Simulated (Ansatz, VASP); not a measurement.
One calculation of HfB, two programs

The input INCAR:

```
  PREC = Accurate
  ENCUT = 520
  EDIFF = 1E-8
  ISMEAR = -1
  SIGMA = 0.05
  LREAL = False
  LASPH = True
  NELM = 100
  ALGO = Normal
  ISIF = 2
  LWAVE = False
  LCHARG = False
  GGA = PE
  LEFG = True
  NBANDS = 14
```

KPOINTS

```
Automatic mesh
0
Gamma
  15 15 15
```

The input POSCAR:

```
HfB
1.0
    0.0000000000      2.2708398925      2.2708398925
    2.2708398925      0.0000000000      2.2708398925
    2.2708398925      2.2708398925      0.0000000000
Hf B
1 1
Direct
    0.5000000000      0.5000000000      0.5000000000
    0.0000000000      0.0000000000      0.0000000000
```

Input for Ansatz:

```yaml
crystal:
  lattice:
    - [0.0, 2.2708398925, 2.2708398925]
    - [2.2708398925, 0.0, 2.2708398925]
    - [2.2708398925, 2.2708398925, 0.0]
  atoms:
    - { symbol: Hf, position: [0.5, 0.5, 0.5] }
    - { symbol: B, position: [0.0, 0.0, 0.0] }
kpoints:
  mp_grid: { grid: [15, 15, 15] }
scf:
  occupations: { method: fermi_dirac, width: 0.05 }
hamiltonian:
  xc: pbe
  pseudopotentials: { kind: paw }
output:
  forces: true
  stress: true
  eigenvalues: true
  efg: { contact_densities: true }
```

Change from the starting cell: volume scaled by 0.95, PAW files.

Alike in both runs: task electric field gradients; functional PBE; k mesh 15 × 15 × 15; occupations fermi-dirac, width 0.05 eV; no spin polarisation.

|  | VASP | Ansatz |
| --- | --- | --- |
| version | VASP 6.6.1 | Ansatz 0.2.0 |
| potentials or method | VASP PAW PBE potentials, release 64 (Hf_pv, B) | PAW with Ansatz's default frozen-core files, scalar-relativistic |
| plane-wave cutoff (eV) | 520 | 420 |
| valence electrons in the cell | 13 | 29 |

|  | VASP | Ansatz | Ansatz less VASP |
| --- | --- | --- | --- |
| pressure (GPa) | 46.7 | 45.3 | -1.37 |

Both programs put the cell under a high pressure, so it lies far from rest at this level. The functional is the same, so the differences come from potentials, cutoffs and numerics. VASP's potentials hold 13 valence electrons a cell and Ansatz's 29, so a difference there can come from the potentials and not from the codes.

Neither program's run includes spin-orbit coupling.
